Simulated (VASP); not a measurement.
# Al2Au (Fm-3m) in VASP: notebook, part 2 of 2

VASP 6.6.1.

### 3 Relaxation of cell and atoms, PBEsol

This run uses another cell than the first one, of 18.00 Å³/atom.

File INCAR:

```
PREC = Accurate
ENCUT = 600
EDIFF = 1E-6
ISMEAR = 0
SIGMA = 0.1
LREAL = False
LASPH = True
NELM = 80
ALGO = Fast
ISIF = 3
LWAVE = False
LCHARG = False
GGA = PS
IBRION = 2
NSW = 100
EDIFFG = -0.005
```

File KPOINTS:

```
regular mesh
0
Gamma
  12 12 12
```

File POSCAR:

```
Al2Au
1.0
    0.0000000000      3.0000000000      3.0000000000
    3.0000000000      0.0000000000      3.0000000000
    3.0000000000      3.0000000000      0.0000000000
Al Au
2 1
Direct
    0.2500000000      0.2500000000      0.2500000000
    0.7500000000      0.7500000000      0.7500000000
    0.0000000000      0.0000000000      0.0000000000
```

Potentials or basis: VASP PAW PBE potentials, release 64 (Al, Au).

Launch:

```
> cat potpaw_PBE.64/Al/POTCAR potpaw_PBE.64/Au/POTCAR > POTCAR
> mpirun -np 1 vasp_std > vasp.out
```

OUTCAR:

```text
PREC = Accurate
   ENCUT = 600
   EDIFF = 1E-6
   ISMEAR = 0
   LREAL = False
   LASPH = True
   NELM = 80
   ISIF = 3
   GGA = PS
   IBRION = 2
   NSW = 100
   EDIFFG = -0.005

 ion  position               nearest neighbor table
   1  0.250  0.250  0.250-   3 2.60   3 2.60   3 2.60   3 2.60   2 3.00   2 3.00   2 3.00   2 3.00
                             2 3.00   2 3.00
   2  0.750  0.750  0.750-   3 2.60   3 2.60   3 2.60   3 2.60   1 3.00   1 3.00   1 3.00   1 3.00
                             1 3.00   1 3.00
   3  0.000  0.000  0.000-   2 2.60   2 2.60   2 2.60   1 2.60   2 2.60   1 2.60   1 2.60   1 2.60

  LATTYP: Found a face centered cubic cell.
 ALAT       =     6.0000000000

  Lattice vectors:

 A1 = (   0.0000000000,   3.0000000000,   3.0000000000)
 A2 = (   3.0000000000,   0.0000000000,   3.0000000000)
 A3 = (   3.0000000000,   3.0000000000,   0.0000000000)

Analysis of symmetry for initial positions (statically):
=====================================================================
 Subroutine PRICEL returns:
 Original cell was already a primitive cell.

 Routine SETGRP: Setting up the symmetry group for a
 face centered cubic supercell.

 Subroutine GETGRP returns: Found 48 space group operations
 (whereof 48 operations were pure point group operations)
 out of a pool of 48 trial point group operations.

The static configuration has the point symmetry O_h .

Analysis of symmetry for dynamics (positions and initial velocities):
=====================================================================
 Subroutine PRICEL returns:
 Original cell was already a primitive cell.

 Routine SETGRP: Setting up the symmetry group for a
 face centered cubic supercell.

 Subroutine GETGRP returns: Found 48 space group operations
 (whereof 48 operations were pure point group operations)
 out of a pool of 48 trial point group operations.

The dynamic configuration has the point symmetry O_h .

 Subroutine INISYM returns: Found 48 space group operations
 (whereof 48 operations are pure point group operations),
 and found     1 'primitive' translations

----------------------------------------------------------------------------------------
[... 134 lines left out ...]
   NGX = 17   NGY = 17   NGZ = 17

 number of electron      17.0000001 magnetization

 Free energy of the ion-electron system (eV)
  ---------------------------------------------------
  ext. energy  EPLUGINS =         0.00000000
  ---------------------------------------------------
  free energy    TOTEN  =       -13.47780773 eV

  energy without entropy =      -13.47305436  energy(sigma->0) =      -13.47543104

 E-fermi :   7.6957     XC(G=0): -10.6394

 val. band max:        7.6787175495   @ k =   0.2500   0.1667   0.0833
 cond. band min:       7.7185084127   @ k =  -0.2500   0.0833   0.0000
 fundamental gap:      0.0397908633
 Fermi energy:         7.6957254463

 k-point     1 :       0.0000    0.0000    0.0000
  band No.  band energies     occupation
      1      -2.8741      2.00000
      2       1.0842      2.00000
      3       1.0842      2.00000
      4       1.0842      2.00000
      5       2.0454      2.00000
      6       2.0454      2.00000
      7       9.9636      0.00000
      8      10.6142      0.00000
      9      10.6142      0.00000
     10      10.6142      0.00000
     11      11.6185      0.00000
     12      11.6185      0.00000
[... 331 lines left out ...]
 k-point    24 :      -0.4167    0.1667    0.0000
  band No.  band energies     occupation
      1      -0.5298      2.00000
      2       0.9024      2.00000
      3       1.4437      2.00000
      4       1.4638      2.00000
      5       2.0912      2.00000
      6       2.1067      2.00000
      7       2.6773      2.00000
      8       6.1747      2.00000
      9       7.5570      1.95025
     10      10.1298      0.00000
     11      12.2087      0.00000
     12      12.4907      0.00000

 [... further k-points ...]

------------------------ aborting loop because EDIFF is reached ----------------------------------------

  FORCE on cell =-STRESS in cart. coord.  units (eV):
  Direction    XX          YY          ZZ          XY          YZ          ZX
  --------------------------------------------------------------------------------------
  -------------------------------------------------------------------------------------
  Total        0.0081776      0.0081776      0.0081776      0.0000000      0.0000000      0.0000000
  in kB        0.2426282      0.2426282      0.2426282      0.0000000      0.0000000      0.0000000
  external PRESSURE =       0.2426282 kB  Pullay stress =       0.0000000 kB

 VOLUME and BASIS-vectors are now :
 -----------------------------------------------------------------------------
  energy-cutoff  :      600.00
  volume of cell :       54.00
      direct lattice vectors                 reciprocal lattice vectors
     0.000000000  3.000000000  3.000000000    -0.166666667  0.166666667  0.166666667
     3.000000000  0.000000000  3.000000000     0.166666667 -0.166666667  0.166666667
     3.000000000  3.000000000  0.000000000     0.166666667  0.166666667 -0.166666667

 POSITION                                       TOTAL-FORCE (eV/Angst)
 -----------------------------------------------------------------------------------
      1.50000      1.50000      1.50000        -0.000000     -0.000000     -0.000000
      4.50000      4.50000      4.50000         0.000000      0.000000      0.000000
      0.00000      0.00000      0.00000        -0.000000      0.000000      0.000000
 -----------------------------------------------------------------------------------
    total drift:                               -0.000000      0.000000      0.000000

  FREE ENERGIE OF THE ION-ELECTRON SYSTEM (eV)
  ---------------------------------------------------
  free  energy   TOTEN  =       -13.4778077253 eV

  energy  without entropy=      -13.4730543604  energy(sigma->0) =      -13.47543104

 reached required accuracy - stopping structural energy minimisation
```

OSZICAR:

```text
N       E                     dE             d eps       ncg     rms          rms(c)
DAV:   1     0.675083464535E+02    0.67508E+02   -0.77665E+03  1760   0.132E+03
DAV:   2    -0.124492314341E+02   -0.79958E+02   -0.73046E+02  1932   0.214E+02
DAV:   3    -0.148471956161E+02   -0.23980E+01   -0.23640E+01  2208   0.362E+01
DAV:   4    -0.148676992280E+02   -0.20504E-01   -0.20485E-01  1996   0.393E+00
DAV:   5    -0.148679917837E+02   -0.29256E-03   -0.29254E-03  2184   0.506E-01    0.933E+00
RMM:   6    -0.135797795594E+02    0.12882E+01   -0.65306E+00  1728   0.196E+01    0.344E+00
RMM:   7    -0.135112191026E+02    0.68560E-01   -0.28397E-01  1728   0.420E+00    0.187E+00
RMM:   8    -0.134788101843E+02    0.32409E-01   -0.62078E-02  1728   0.188E+00    0.296E-01
RMM:   9    -0.134775123327E+02    0.12979E-02   -0.15533E-02  1739   0.997E-01    0.257E-01
RMM:  10    -0.134777986374E+02   -0.28630E-03   -0.24986E-03  1761   0.389E-01    0.171E-01
RMM:  11    -0.134779575568E+02   -0.15892E-03   -0.18191E-03  1728   0.287E-01    0.104E-01
RMM:  12    -0.134778052554E+02    0.15230E-03   -0.45541E-04  1728   0.165E-01    0.957E-03
RMM:  13    -0.134778091397E+02   -0.38842E-05   -0.63969E-05  1729   0.593E-02    0.882E-03
RMM:  14    -0.134778116366E+02   -0.24970E-05   -0.94766E-06  1484   0.249E-02    0.247E-02
RMM:  15    -0.134778078690E+02    0.37676E-05   -0.15821E-05  1726   0.296E-02    0.876E-03
RMM:  16    -0.134778077253E+02    0.14375E-06   -0.11665E-06  1117   0.883E-03
   1 F= -.13477808E+02 E0= -.13475431E+02  d E =-.134778E+02
```

Run time: 97 s. Hardware: 1 thread of Intel Xeon 8259CL, shared host; peak memory 0.25 GiB.

What came out:

```yaml
Free_energy: -13.4778 eV
Pressure_after_relaxing: 0.0 GPa
Band_gap_on_the_k_mesh: zero (an odd number of electrons rules out a gap without spin polarisation)
```

Final structure:
```xyz
3
Lattice="0.0000 3.0000 3.0000 3.0000 0.0000 3.0000 3.0000 3.0000 0.0000" Properties=species:S:1:pos:R:3 pbc="T T T"
Al    1.5000    1.5000    1.5000
Al    4.5000    4.5000    4.5000
Au    0.0000    0.0000    0.0000
```

Levels at points of the mesh, in eV from the Fermi level:
```csv
k point,band 6,band 7,band 8,band 9,band 10,band 11,band 12
"(0.00, 0.00, 0.00)",-5.65,2.27,2.92,2.92,2.92,3.92,3.92
"(0.50, 0.00, 0.00)",-5.53,-5.47,0.35,0.35,3.25,3.59,3.81
"(0.50, 0.50, 0.00)",-5.34,-5.05,-2.12,-2.12,1.28,2.03,7.65
```

Caveat: the relaxation stopped at its first step, so nothing moved; the PAW data sets were made with another functional, which shifts forces and pressure a little; spin-orbit coupling is left out, which moves the levels of the heavy elements.
